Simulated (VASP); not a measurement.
SbPb, 2 atoms in the cell. It takes space group I4/mmm (No. 139, tetragonal). The conventional cell has a = 4.270 Å, b = 4.270 Å, c = 6.370 Å, α = 90.00°, β = 90.00°, γ = 90.00°. Sb (site symmetry 4/mmm) has 6 Pb at 3.02 to 3.19 Å within 4.0 Å. Within 4.0 Å of Pb (site symmetry 4/mmm) lie 6 Sb at 3.02 to 3.19 Å. 

```yaml
Program: VASP 6.6.1
Task: single point
Functional: LDA
Potentials_or_basis: VASP PAW LDA potentials, release 64 (Sb, Pb_d)
Cutoff: 520 eV
k_mesh: 14 × 14 × 14
Occupations: gaussian, width 0.15 eV
Spin: no spin polarisation
Dipole_correction: no
Further_INCAR_settings: ALGO = Fast; EDIFF = 1e-07; NBANDS = 16
```

Potentials or basis: VASP PAW LDA potentials, release 64 (Sb, Pb_d).

The run is started by

```sh
$ cat potpaw_LDA.64/Sb/POTCAR potpaw_LDA.64/Pb_d/POTCAR > POTCAR
$ mpirun -np 1 vasp_std > vasp.out
```

Hardware: 1 thread of Oxide Virtual Turin-like Processor, with other jobs on the host.

**Question.** Estimate the wall time of this run.

**Answer.** It took 6.3 min on 1 thread of Oxide Virtual Turin-like Processor (shared host), peak memory 0.33 GiB. Counts: scf iterations 14, k points 244.
